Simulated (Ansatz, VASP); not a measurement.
# Ti3SnO8: VASP beside Ansatz

```
Ti Sn O
1.0
     3.84266    0.00000    0.00000
     0.00000    3.84266    0.00000
     0.00000    0.00000   10.02659
Ti Sn O
3 1 8
Direct
  0.00000 0.00000 0.00000
  0.00000 0.50000 0.23714
  0.50000 0.00000 0.76286
  0.50000 0.50000 0.50000
  0.00000 0.00000 0.19756
  0.50000 0.50000 0.71693
  0.00000 0.50000 0.43922
  0.50000 0.00000 0.96013
  0.00000 0.50000 0.03987
  0.50000 0.00000 0.56078
  0.00000 0.00000 0.80244
  0.50000 0.50000 0.28307
```

Alike in both runs: task relaxation of cell and atoms; functional PBE; k mesh 8 × 8 × 4; occupations gaussian, width 0.02 eV; no spin polarisation.

|  | VASP | Ansatz |
| --- | --- | --- |
| version | VASP 6.6.1 | Ansatz 0.2.0 |
| potentials or method | VASP PAW PBE potentials, release 64 (Ti_sv, Sn_d, O), cutoff 600 eV | scalar-relativistic, plane waves, PAW |
| valence electrons in the cell | 98 | 98 |

Ansatz gave:

| Property | Result |
| --- | --- |
| gap on the k mesh at the Fermi level, each at its own relaxed structure (eV) | 2.13 |
| relaxed volume (Å³/atom) | 12.33 |
| relaxed length of the cell vector where the two differ most in proportion (Å) | 3.840 |

Q: What did VASP give for the same quantities?

A: gap on the k mesh at the Fermi level, each at its own relaxed structure (eV): 2.10; relaxed volume (Å³/atom): 12.36; relaxed length of the cell vector where the two differ most in proportion (Å): 3.844.
